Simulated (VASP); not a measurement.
Runs of VASP 6.6.1 on MgWSe3. The structure is that of space group Pm-3m (No. 221), or close to it. The cells are those of the table. 

| task | cell | k mesh | cutoff (eV) | gap on the mesh (eV) | pressure (GPa) | relaxed volume (Å³/atom) |
| --- | --- | --- | --- | --- | --- | --- |
| single point | a = 4.807 Å, 5 atoms | 4 × 4 × 4 | 520 | none | 0.2 | - |
| relaxation of cell and atoms | relaxed from a = 4.807 Å, 5 atoms | 8 × 8 × 8 | 600 | - | 0.0 | 22.36 |
| single point | a = 4.976 Å, 5 atoms | 4 × 4 × 4 | 520 | none | -5.1 | - |
| relaxation of cell and atoms | relaxed from a = 4.976 Å, 5 atoms | 4 × 4 × 4 | 600 | - | 0.0 | (a) |
| single point | a = 4.816 Å, 5 atoms | 8 × 8 × 8 | 520 | none | 0.0 | - |

Alike in all rows: level PBE; potentials or basis VASP PAW PBE potentials, release 64 (Mg, W_sv, Se); no spin polarisation; smearing gaussian 0.1 eV.

Task: Fill in the values left out.

Result: (a) 22.28.

Caveats: spin-orbit coupling is left out, which moves the levels of the heavy elements; the bands computed are all filled at some k points, so no gap is given (some runs).

A k mesh can miss the band edges, and the runs leave out spin-orbit coupling on Se, W.

A gap of «none» marks levels without a gap at the run's occupations.
